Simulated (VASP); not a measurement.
The system is Nb.

```xyz
2
Lattice="2.8998 0.0000 0.0000 -1.4499 2.5113 0.0000 0.0000 0.0000 4.6976" Properties=species:S:1:pos:R:3 pbc="T T T"
Nb    0.0000    1.6742    1.1744
Nb    1.4499    0.8371    3.5232
```

This isn't the form of Nb at room conditions, which is bcc.

- Program: VASP 6.6.1
- Task: relaxation of cell and atoms
- Functional: LDA
- Potentials or basis: VASP PAW LDA potentials, release 64 (Nb_sv)
- Cutoff: 600 eV
- k mesh: 15 × 15 × 8
- Occupations: fermi-dirac, width 0.05 eV
- Spin: no spin polarisation

At the start: pressure 5.7 GPa; volume 17.10 Å³/atom.

Task: How do energy, volume and symmetry change on relaxing?

Result: Over 13 steps the energy falls by 75.4 meV/atom and the volume is 17.63 Å³/atom (+3.1 %); space group P6_3/mmc (No. 194, to 0.1 Å) before and after.

The path:
| step | energy change (eV) | largest force (eV/Å) | pressure (GPa) | volume (Å³) |
| --- | --- | --- | --- | --- |
| 1 | 0.0000 | 0.0000 | 5.72 | 34.21 |
| 2 | -0.0093 | 0.0000 | -9.39 | 37.30 |
| 3 | -0.0398 | 0.0000 | -2.87 | 35.82 |
| 4 | -0.1239 | 0.0000 | -3.91 | 36.01 |
| 5 | -0.0521 | 0.0000 | -2.36 | 36.09 |
| 6 | -0.1404 | 0.0000 | -3.99 | 36.06 |
| 7 | -0.1122 | 0.0000 | 8.35 | 33.80 |
| 8 | -0.1509 | 0.0000 | -0.12 | 35.28 |
| 9 | -0.1509 | 0.0000 | -0.02 | 35.26 |
| 10 | -0.1509 | 0.0000 | -0.01 | 35.25 |
| 11 | -0.1509 | 0.0000 | 0.01 | 35.25 |
| 12 | -0.1509 | 0.0000 | 0.03 | 35.25 |
| 13 | -0.1509 | 0.0000 | 0.02 | 35.25 |

Final structure:
```
CELL_PARAMETERS angstrom
2.81060 0.00000 0.00000
-1.40530 2.43405 0.00000
0.00000 0.00000 5.15308
ATOMIC_POSITIONS crystal
Nb 0.33333 0.66667 0.25000
Nb 0.66667 0.33333 0.75000
```
